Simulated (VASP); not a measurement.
# Hf5C3 (R32) in VASP: further runs

Runs on Hf5C3. Level: PBE. Tasks: relaxation of cell and atoms, single point.

All numbers are computed with VASP 6.6.1; they aren't measurements. Logs are shortened: lines on timing, memory, paths and dates and some standing lists are left out, and cuts for length are marked.

**1. The cell of the first run**

The structure is trigonal, space group R32 (No. 155). The conventional cell has a = 6.561 Å, b = 6.561 Å, c = 11.387 Å, α = 90.00°, β = 90.00°, γ = 120.00°. Hf (site symmetry 3) has 1 C at 1.75 Å within 2.3 Å. Within 2.6 Å of Hf (site symmetry 2) lie 2 C at 1.85 Å and 2 Hf at 2.57 Å. Within 2.3 Å of C (site symmetry 3) lie 4 Hf at 1.75 to 1.85 Å and 1 C at 2.20 Å. Within 3.7 Å of C (site symmetry 32) lie 8 Hf at 2.84 to 3.23 Å.

The cell was built from a structure type or drawn by symmetry, and may not be a known phase.

**2. Relaxation of cell and atoms, PBE**

The input, INCAR:

```
PREC = Accurate
ENCUT = 600
EDIFF = 1E-7
ISMEAR = 0
SIGMA = 0.2
LREAL = F
LASPH = T
NELM = 100
ALGO = Normal
ISIF = 3
LWAVE = F
LCHARG = F
GGA = PE
IBRION = 2
NSW = 36
EDIFFG = -0.08
```

The input, KPOINTS:

```
Automatic mesh
0
Gamma
  3 3 3
```

The input, POSCAR:

```
Hf5C3
1.0
    3.2802617000      1.8938599800      3.7957976100
   -3.2802617000      1.8938599800      3.7957976100
    0.0000000000     -3.7877199600      3.7957976100
Hf C
5 3
Direct
    0.7508292700      0.7508292700      0.7508292700
    0.2491707300      0.2491707300      0.2491707300
    0.2741512400      0.7258487600      0.5000000000
    0.5000000000      0.2741512400      0.7258487600
    0.7258487600      0.5000000000      0.2741512400
    0.5967653900      0.5967653900      0.5967653900
    0.4032346100      0.4032346100      0.4032346100
    0.0000000000      0.0000000000      0.0000000000
```

Potentials or basis: VASP PAW PBE potentials, release 64 (Hf_pv, C).

Command:

```
$ cat potpaw_PBE.64/Hf_pv/POTCAR potpaw_PBE.64/C/POTCAR > POTCAR
$ mpirun -np 1 vasp_std > vasp.out
```

OUTCAR:

```text
PREC = Accurate
   ENCUT = 600
   EDIFF = 1E-7
   ISMEAR = 0
   LREAL = F
   LASPH = T
   NELM = 100
   ISIF = 3
   GGA = PE
   IBRION = 2
   NSW = 36
   EDIFFG = -0.08

 ion  position               nearest neighbor table
   1  0.751  0.751  0.751-   6 1.75   4 2.78   3 2.78   5 2.78   8 2.84   3 3.22   4 3.22   5 3.22

   2  0.249  0.249  0.249-   7 1.75   5 2.78   3 2.78   4 2.78   8 2.84   3 3.22   5 3.22   4 3.22

   3  0.274  0.726  0.500-   6 1.85   7 1.85   4 2.57   5 2.57   2 2.78   1 2.78   2 3.22   1 3.22

   4  0.500  0.274  0.726-   6 1.85   7 1.85   3 2.57   5 2.57   1 2.78   2 2.78   2 3.22   1 3.22

   5  0.726  0.500  0.274-   7 1.85   6 1.85   3 2.57   4 2.57   2 2.78   1 2.78   2 3.22   1 3.22

   6  0.597  0.597  0.597-   1 1.75   3 1.85   4 1.85   5 1.85
   7  0.403  0.403  0.403-   2 1.75   3 1.85   5 1.85   4 1.85
   8  0.000  0.000  0.000-   1 2.84   2 2.84

  LATTYP: Found a trigonal (rhomboedric) cell.
 ALAT       =     5.3623597410
 COS(alpha) =     0.2515977365

  Lattice vectors:

 A1 = (   3.2802617000,   1.8938599800,   3.7957976100)
 A2 = (  -3.2802617000,   1.8938599800,   3.7957976100)
 A3 = (   0.0000000000,  -3.7877199600,   3.7957976100)

Analysis of symmetry for initial positions (statically):
=====================================================================
 Subroutine PRICEL returns:
 Original cell was already a primitive cell.

 Routine SETGRP: Setting up the symmetry group for a
 trigonal (rhombohedral) supercell.

 Subroutine GETGRP returns: Found  6 space group operations
 (whereof  6 operations were pure point group operations)
 out of a pool of 12 trial point group operations.

The static configuration has the point symmetry D_3 .

Analysis of symmetry for dynamics (positions and initial velocities):
=====================================================================
 Subroutine PRICEL returns:
 Original cell was already a primitive cell.

 Routine SETGRP: Setting up the symmetry group for a
 trigonal (rhombohedral) supercell.

 Subroutine GETGRP returns: Found  6 space group operations
 (whereof  6 operations were pure point group operations)
 out of a pool of 12 trial point group operations.

The dynamic configuration has the point symmetry D_3 .

 Subroutine INISYM returns: Found  6 space group operations
 (whereof  6 operations are pure point group operations),
 and found     1 'primitive' translations

----------------------------------------------------------------------------------------

                                     Primitive cell

  volume of cell :     141.4851

  direct lattice vectors                    reciprocal lattice vectors
     3.280261700  1.893859980  3.795797610     0.152426863  0.088003690  0.087816414
    -3.280261700  1.893859980  3.795797610    -0.152426863  0.088003690  0.087816414
     0.000000000 -3.787719960  3.795797610     0.000000000 -0.176007380  0.087816414

  length of vectors
     5.362359736  5.362359736  5.362359741     0.196698552  0.196698552  0.196698552

  position of ions in fractional coordinates (direct lattice)
     0.750829270  0.750829270  0.750829270
     0.249170730  0.249170730  0.249170730
     0.274151240  0.725848760  0.500000000
     0.500000000  0.274151240  0.725848760
     0.725848760  0.500000000  0.274151240
     0.596765390  0.596765390  0.596765390
     0.403234610  0.403234610  0.403234610
     0.000000000  0.000000000  0.000000000

  ion indices of the primitive-cell ions
   primitive index   ion index
                 1           1
                 2           2
                 3           3
                 4           4
                 5           5
                 6           6
                 7           7
                 8           8

----------------------------------------------------------------------------------------

 KPOINTS: Automatic mesh

Automatic generation of k-mesh.
 Grid dimensions read from file:
 generate k-points for:    3    3    3

 Generating k-lattice:

  Cartesian coordinates                     Fractional coordinates (reciprocal lattice)
     0.050808954  0.029334563  0.029272138     0.333333333  0.000000000 -0.000000000
    -0.050808954  0.029334563  0.029272138     0.000000000  0.333333333 -0.000000000
     0.000000000 -0.058669127  0.029272138    -0.000000000 -0.000000000  0.333333333

  Length of vectors
     0.065566184  0.065566184  0.065566184

  Shift w.r.t. Gamma in fractional coordinates (k-lattice)
     0.000000000  0.000000000  0.000000000

 Subroutine IBZKPT returns following result:
 ===========================================

 Found      6 irreducible k-points:

 Following reciprocal coordinates:
            Coordinates               Weight
  0.000000  0.000000  0.000000      1.000000
  0.333333  0.000000  0.000000      6.000000
  0.333333  0.333333  0.000000      6.000000
 -0.333333  0.333333  0.000000      6.000000
  0.333333  0.333333  0.333333      2.000000
 -0.333333  0.333333  0.333333      6.000000
   k-points           NKPTS =      6   k-points in BZ     NKDIM =      6   number of bands    NBANDS=     37
   number of dos      NEDOS =    301   number of ions     NIONS =      8
   total plane-waves  NPLWV = 110592
   dimension x,y,z NGX =    48 NGY =   48 NGZ =   48
   dimension x,y,z NGXF=    96 NGYF=   96 NGZF=   96
   ions per type =               5   3
   NGX,Y,Z   is equivalent  to a cutoff of  14.88, 14.88, 14.88 a.u.
   NGXF,Y,Z  is equivalent  to a cutoff of  29.76, 29.76, 29.76 a.u.
 SYSTEM =  unknown system
   PREC   = accura    normal or accurate (medium, high low for compatibility)
   ISTART =      0    job   : 0-new  1-cont  2-samecut
   ICHARG =      2    charge: 1-file 2-atom 10-const
   ISPIN  =      1    spin polarized calculation?
   LNONCOLLINEAR =      F non collinear calculations
   LSORBIT =      F    spin-orbit coupling
   LASPH  =      T    aspherical Exc in radial PAW
   ENCUT  =  600.0 eV  44.10 Ry    6.64 a.u.  10.71 10.71 10.71*2*pi/ulx,y,z
   NELM   =    100;   NELMIN=  2; NELMDL= -5     # of ELM steps
   EDIFF  = 0.1E-06   stopping-criterion for ELM
   LREAL  =      F    real-space projection
   EDIFFG = -.8E-01   stopping-criterion for IOM
   NSW    =     36    number of steps for IOM
   IBRION =      2    ionic relax: 0-MD 1-quasi-New 2-CG
   NFREE  =      1    steps in history (QN), initial steepest desc. (CG)
   ISIF   =      3    stress and relaxation
   ISYM   =      2    0-nonsym 1-usesym 2-fastsym
   POTIM  = 0.5000    time-step for ionic-motion
   TEBEG  =    0.0;   TEEND  =   0.0 temperature during run
   PSTRESS=    0.0 pullay stress
   NELECT =      62.0000    total number of electrons
   NUPDOWN=      -1.0000    fix difference up-down
   EMIN   =  10.00;   EMAX   =-10.00  energy-range for DOS
   EFERMI =   0.00;   METHOD = LEGACY
   ISMEAR =     0;   SIGMA  =   0.20  broadening in eV -4-tet -1-fermi 0-gaus
   EFERMI_NEDOS =   21; number of points for ismear=-14 and -15
   IALGO  =     38    algorithm
   IMIX   =      4    mixing-type and parameters
     AMIX     =   0.40;   BMIX     =  1.00
     AMIX_MAG =   1.60;   BMIX_MAG =  1.00
  volume/ion in A,a.u.               =      17.69       119.35
  Fermi-wavevector in a.u.,A,eV,Ry     =   1.243470  2.349817 21.037555  1.546217
  Thomas-Fermi vector in A             =   2.377779
   LORBIT       =      0    0 simple, 1 ext, 2 COOP (PROOUT), +10 PAW based schemes
   GGA     = PE    functional components
   LHFCALC =     F    Hartree Fock is set to
   AEXX    =    0.0000 exact exchange contribution
   IVDW    =     0    specifies the selected vdW correction
   LEPSILON=     F    determine dielectric tensor
   LRPA    =     F    only Hartree local field effects (RPA)
 conjugate gradient relaxation of ions
 non-spin polarized calculation
 Gauss-broadening in eV      SIGMA  =   0.20
  energy-cutoff  :      600.00
  volume of cell :      141.49
 maximum number of plane-waves:      4732
 NGX is ok and might be reduce to    48
   NGX = 21   NGY = 21   NGZ = 21

--------------------------------------- Ionic step        1  -------------------------------------------

 number of electron      62.0000002 magnetization

 Free energy of the ion-electron system (eV)
  ---------------------------------------------------
  ext. energy  EPLUGINS =         0.00000000
  ---------------------------------------------------
  free energy    TOTEN  =       -56.98411251 eV

  energy without entropy =      -56.86648767  energy(sigma->0) =      -56.92530009

------------------------ aborting loop because EDIFF is reached ----------------------------------------

  FORCE on cell =-STRESS in cart. coord.  units (eV):
  Direction    XX          YY          ZZ          XY          YZ          ZX
  --------------------------------------------------------------------------------------
  -------------------------------------------------------------------------------------
  Total       38.2191530     38.2191532     57.8063834      0.0000000      0.0000000      0.0000000
  in kB      432.7937518    432.7937539    654.5995815      0.0000000      0.0000000      0.0000000
  external PRESSURE =     506.7290290 kB  Pullay stress =       0.0000000 kB
[... 851 lines left out ...]
     36       4.3710      0.00000
     37       4.7450      0.00000

[... ionic steps 4 to 22 ...]

--------------------------------------- Ionic step       23  -------------------------------------------

 number of electron      61.9999997 magnetization

------------------------ aborting loop because EDIFF is reached ----------------------------------------

  FORCE on cell =-STRESS in cart. coord.  units (eV):
  Direction    XX          YY          ZZ          XY          YZ          ZX
  --------------------------------------------------------------------------------------
  -------------------------------------------------------------------------------------
  Total       -0.8380005     -0.8380005     -1.2343713      0.0000000      0.0000000      0.0000000
  in kB       -7.2697961     -7.2697961    -10.7083796      0.0000000      0.0000000      0.0000000
  external PRESSURE =      -8.4159906 kB  Pullay stress =       0.0000000 kB
[... 69 lines left out ...]
  energy  without entropy=      -68.4624045459  energy(sigma->0) =      -68.55168098

--------------------------------------- Ionic step       25  -------------------------------------------

 number of electron      61.9999998 magnetization

 Free energy of the ion-electron system (eV)
  ---------------------------------------------------
  ext. energy  EPLUGINS =         0.00000000
  ---------------------------------------------------
  free energy    TOTEN  =       -68.64360823 eV

  energy without entropy =      -68.46278255  energy(sigma->0) =      -68.55319539

 E-fermi :   2.4653     XC(G=0):  -9.6243

 val. band max:        2.4284925683   @ k =   0.0000   0.0000   0.0000
 cond. band min:       2.4966336993   @ k =   0.3333   0.3333   0.3333
 fundamental gap:      0.0681411310
 Fermi energy:         2.4652676675

 k-point     1 :       0.0000    0.0000    0.0000
  band No.  band energies     occupation
      1     -28.7061      2.00000
      2     -28.5109      2.00000
      3     -28.5109      2.00000
      4     -28.3911      2.00000
      5     -28.2901      2.00000
      6     -28.2901      2.00000
[... 264 lines left out ...]
  FREE ENERGIE OF THE ION-ELECTRON SYSTEM (eV)
  ---------------------------------------------------
  free  energy   TOTEN  =       -68.6436082348 eV

  energy  without entropy=      -68.4627825505  energy(sigma->0) =      -68.55319539

 reached required accuracy - stopping structural energy minimisation
```

Wall time 21 min (1 thread of AMD EPYC 7R43 (Zen 3), shared host); peak memory 0.31 GiB.

What came out:

```
Free energy                           : -68.6436 eV
Relaxed volume                        : 22.89 Å³/atom
Relaxed cell                          : a = 5.727 Å, b = 5.727 Å, c = 5.727 Å, α = 82.30°, β = 82.30°, γ = 82.30°
Space group after relaxing (to 0.1 Å) : R32 (No. 155)
Pressure after relaxing               : 0.2 GPa
Largest force after relaxing          : 0.066 eV/Å
Band gap on the k mesh                : zero (bands 31 and 32 overlap by 0.30 eV)
```

Forces in eV/Å, atoms in the order of the input:
```
Hf   0.000  0.000 -0.066
Hf   0.000  0.000  0.066
Hf  -0.010  0.000  0.000
Hf   0.005 -0.009  0.000
Hf   0.005  0.009  0.000
C    0.000  0.000 -0.050
C    0.000  0.000  0.050
C    0.000  0.000  0.000
```

Final structure:
```xyz
8
Lattice="3.7684 2.1757 3.7231 -3.7684 2.1757 3.7231 0.0000 -4.3514 3.7231" Properties=species:S:1:pos:R:3 pbc="T T T"
Hf    0.0000    0.0000    9.0634
Hf    0.0000    0.0000    2.1058
Hf   -1.6660    0.0000    5.5846
Hf    0.8330   -1.4428    5.5846
Hf    0.8330    1.4428    5.5846
C     0.0000    0.0000    6.9504
C     0.0000    0.0000    4.2188
C     0.0000    0.0000    0.0000
```

Levels at points of the mesh, in eV from the Fermi level:
```csv
k point,band 26,band 27,band 28,band 29,band 30,band 31,band 32,band 33,band 34,band 35
"(0.00, 0.00, 0.00)",-1.25,-1.25,-0.23,-0.23,-0.04,0.14,0.14,0.50,1.05,1.05
```

Caveat: the k points lie up to 0.37 Å⁻¹ apart in the final cell; the volume moved by over 15 % at a fixed basis, so the end points are rough; spin-orbit coupling is left out, which moves the levels of the heavy elements; the relaxation stopped at a loose force limit of 0.08 eV/Å, so its end isn't a converged minimum.

**3. Single point, PBE**

This run uses another cell than the first one, of 23.00 Å³/atom.

The input, INCAR:

```
SYSTEM = Hf5C3
PREC = Accurate ; ENCUT = 520
EDIFF = 1E-6 ; ISMEAR = 0
SIGMA = 0.2 ; LREAL = .False.
LASPH = .True. ; NELM = 60
ALGO = Normal ; ISIF = 2
LWAVE = .False. ; LCHARG = .False.
GGA = PE ; NBANDS = 41
```

The input, KPOINTS:

```
Automatic mesh
0
Gamma
  3 3 3
  0 0 0
```

The input, POSCAR:

```
Hf5C3
1.0
    3.7763114340      2.1802544230      3.7250366615
   -3.7763114340      2.1802544230      3.7250366615
    0.0000000000     -4.3605088459      3.7250366615
Hf C
5 3
Direct
    0.8111160876      0.8111160876      0.8111160876
    0.1888839124      0.1888839124      0.1888839124
    0.2786996622      0.7213003378      0.5000000000
    0.5000000000      0.2786996622      0.7213003378
    0.7213003378      0.5000000000      0.2786996622
    0.6220697674      0.6220697674      0.6220697674
    0.3779302326      0.3779302326      0.3779302326
    0.0000000000      0.0000000000      0.0000000000
```

Potentials or basis: VASP PAW PBE potentials, release 64 (Hf_pv, C).

Command:

```
$ cat potpaw_PBE.64/Hf_pv/POTCAR potpaw_PBE.64/C/POTCAR > POTCAR
$ mpirun -np 1 vasp_std > vasp.out
```

Run time: 32 s. Hardware: 1 thread of Intel Xeon 6975P-C (Granite Rapids), shared host; peak memory 0.31 GiB.

The run converged. Its results:

```yaml
Free_energy: -68.6533 eV
Pressure: -0.2 GPa
Largest_force: 0.085 eV/Å
Band_gap_on_the_k_mesh: zero (bands 31 and 32 overlap by 0.29 eV)
```

Forces on the atoms (eV/Å):
```
Hf   0.000  0.000  0.001
Hf   0.000  0.000 -0.001
Hf   0.085  0.000  0.000
Hf  -0.043  0.074  0.000
Hf  -0.043 -0.074  0.000
C    0.000  0.000 -0.085
C    0.000  0.000  0.085
C    0.000  0.000  0.000
```

Stress tensor (GPa, compression positive):
```
-0.28  0.00  0.00
 0.00 -0.28  0.00
 0.00  0.00  0.06
```

Levels at points of the mesh, in eV from the Fermi level:
```csv
k point,band 26,band 27,band 28,band 29,band 30,band 31,band 32,band 33,band 34,band 35
"(0.00, 0.00, 0.00)",-1.24,-1.24,-0.23,-0.23,-0.05,0.14,0.14,0.51,1.04,1.04
```

Caveat: the k points lie up to 0.37 Å⁻¹ apart; spin-orbit coupling is left out, which moves the levels of the heavy elements.
